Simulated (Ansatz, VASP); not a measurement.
One calculation of CuO, two programs

```xyz
4
Lattice="2.9360 0.0000 0.0000 0.0398 2.9358 0.0000 0.0178 0.0176 5.2779" Properties=species:S:1:pos:R:3 pbc="T T T"
Cu    0.0199    1.4679    0.0000
Cu    1.4769    0.0088    2.6389
O     2.9448    0.0181    3.9578
O     0.0489    2.9352    1.3201
```

Alike in both runs: task single point; functional PBE; k mesh 9 × 9 × 5; occupations fermi-dirac, width 0.05 eV; no spin polarisation.

|  | VASP | Ansatz |
| --- | --- | --- |
| version | VASP 6.6.1 | Ansatz 0.2.0 |
| potentials or method | VASP PAW PBE potentials, release 64 (Cu, O) | Ansatz PAW |
| plane-wave cutoff (eV) | 520 | 420 |
| valence electrons in the cell | 34 | 50 |

|  | VASP | Ansatz | Ansatz less VASP |
| --- | --- | --- | --- |
| gap on the k mesh at the Fermi level (eV) | none | none | - |
| pressure (GPa) | -2.7 | -3.3 | -0.65 |
| traceless stress, the component that is largest in VASP (GPa) | -3.28 | -3.54 | -0.264 |
| rms of the force components (eV/Å) | 0.005 | 0.005 | +0.0002 |

Atom by atom the forces differ by 0.000 eV/Å (rms over components). A gap of «none» marks a metal or a gap that the smearing closes. VASP's potentials hold 34 valence electrons a cell and Ansatz's 50, so a difference there can come from the potentials and not from the codes.
